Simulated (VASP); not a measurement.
Set up this calculation in VASP 6.6.1, as the native input.

* Task: relaxation of cell and atoms
* Functional: PBEsol
* Potentials or basis: VASP PAW PBE potentials, release 64 (Ba_sv)
* Cutoff: 600 eV
* k mesh: 8 × 8 × 8
* Occupations: fermi-dirac, width 0.05 eV
* Spin: no spin polarisation
* Dipole correction: no
* Further INCAR settings: ALGO = Normal; EDIFF = 1e-07; IBRION = 2; EDIFFG = -0.01; NSW = 60; ISIF = 3

The structure of Ba lies in POSCAR:

```
Ba
1.0
   -2.5065000000      2.5065000000      2.5065000000
    2.5065000000     -2.5065000000      2.5065000000
    2.5065000000      2.5065000000     -2.5065000000
Ba
1
Direct
    0.0000000000      0.0000000000      0.0000000000
```

These files were run (other wordings do the same):

INCAR

```
SYSTEM = Ba
  ALGO = Normal
  EDIFF = 1E-7
  EDIFFG = -0.01
  ENCUT = 600
  GGA = PS
  IBRION = 2
  ISIF = 3
  ISMEAR = -1
  LASPH = .True.
  LCHARG = .False.
  LREAL = .False.
  LWAVE = .False.
  NELM = 80
  NSW = 60
  PREC = Accurate
  SIGMA = 0.05
```

KPOINTS

```
k-points
0
Gamma
  8 8 8
  0 0 0
```

Potentials or basis: VASP PAW PBE potentials, release 64 (Ba_sv).

The run is started by

```console
$ cat potpaw_PBE.64/Ba_sv/POTCAR > POTCAR
$ mpirun -np 1 vasp_std > vasp.out
```

Results of the run:

```yaml
Relaxed_volume: 58.54 Å³/atom
Relaxed_cell: a = 4.237 Å, b = 4.237 Å, c = 4.237 Å, α = 109.47°, β = 109.47°, γ = 109.47°
Space_group_after_relaxing_to_0.05_Å: Im-3m (No. 229)
Energy_gained_by_relaxing: 10.0 meV/atom
Ionic_steps: 3
Pressure_after_relaxing: 0.0 GPa
Band_gap_on_the_k_mesh: zero (band 5 reaches 2.37 eV, above the bottom of band 6 at 1.14 eV)
```

Caveat: the PAW data sets were made with another functional, which shifts forces and pressure a little; spin-orbit coupling is left out, which moves the levels of the heavy elements.

It took 46 s on 1 thread of Intel Xeon 6975P-C, with other jobs on the host, peak memory 0.21 GiB.
